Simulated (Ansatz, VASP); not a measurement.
**One calculation of KBr, two programs**

```
CELL_PARAMETERS angstrom
4.04350 0.04549 0.00000
0.04549 4.04350 0.00000
0.00000 0.00000 4.04350
ATOMIC_POSITIONS crystal
K 0.00000 0.00000 0.00000
Br 0.50000 0.50000 0.50000
```

Change from the starting cell: strain +0.0225 x Voigt [0, 0, 0, 0, 0, 1], atoms carried along.

Alike in both runs: task single point; functional LDA; k mesh 6 × 6 × 6; occupations gaussian, width 0.05 eV; no spin polarisation.

|  | VASP | Ansatz |
| --- | --- | --- |
| version | VASP 6.6.1 | Ansatz 0.2.0 |
| potentials or method | VASP PAW LDA potentials, release 64 (K_sv, Br), cutoff 520 eV | scalar-relativistic, plane waves, PAW |
| valence electrons in the cell | 16 | 16 |

|  | VASP | Ansatz | Ansatz less VASP |
| --- | --- | --- | --- |
| gap on the k mesh at the Fermi level (eV) | 3.48 | 3.47 | -0.010 |
| least direct gap on the mesh (eV) | 3.74 | 3.73 | -0.010 |
| pressure (GPa) | -2.6 | -2.6 | -0.04 |

LDA's correlation is that of Perdew and Zunger in VASP and of Perdew and Wang (1992) in Ansatz.
